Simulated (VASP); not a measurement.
Here is a VASP 6.6.1 calculation.

Contents of POSCAR:

```
Mo
1.0
   -1.6118060227      1.6118060227      1.6118060227
    1.6118060227     -1.6118060227      1.6118060227
    1.6118060227      1.6118060227     -1.6118060227
Mo
1
Direct
    0.0000000000      0.0000000000      0.0000000000
```

Contents of INCAR.step1:

```
PREC     = Accurate       # precision mode
ENCUT    = 520            # plane-wave cutoff, eV
ISMEAR   = -1             # smearing method
SIGMA    = 0.1            # smearing width, eV
LREAL    = False          # projectors in reciprocal space
LASPH    = True           # aspherical terms in the spheres
NELM     = 80             # most SCF steps
NBANDS   = 13             # bands
GGA      = PE             # functional
ALGO     = Normal         # electronic algorithm
EDIFF    = 1E-4           # SCF threshold, eV
LWAVE    = True           # write WAVECAR
LCHARG   = False          # write CHGCAR
```

File INCAR.step2:

```
PREC     = Accurate       # precision mode
ENCUT    = 520            # plane-wave cutoff, eV
EDIFF    = 1E-6           # SCF threshold, eV
ISMEAR   = -1             # smearing method
SIGMA    = 0.1            # smearing width, eV
LREAL    = False          # projectors in reciprocal space
LASPH    = True           # aspherical terms in the spheres
NELM     = 80             # most SCF steps
ALGO     = Normal         # electronic algorithm
ISIF     = 2              # what is computed and relaxed
LWAVE    = False          # write WAVECAR
LCHARG   = False          # write CHGCAR
METAGGA  = R2SCAN         # meta-GGA
LMIXTAU  = True         
NBANDS   = 13             # bands
ISTART   = 1
```

KPOINTS

```
regular mesh
0
Gamma
  15 15 15
```

Potentials or basis: VASP PAW PBE potentials, release 64 (Mo_sv).

Run with:

```bash
$ cat potpaw_PBE.64/Mo_sv/POTCAR > POTCAR
$ cp INCAR.step1 INCAR
$ mpirun -np 1 vasp_std > vasp.out
$ cp INCAR.step2 INCAR
$ mpirun -np 1 vasp_std > vasp.out
```

Task: What does it give for the band gap on the k mesh?

Result: Zero (band 7 reaches 14.95 eV, above the bottom of band 8 at 10.17 eV).

Task: Predict the pressure.

Result: -15.3 GPa.

Caveat: the PAW data sets were made with another functional, which shifts forces and pressure a little.
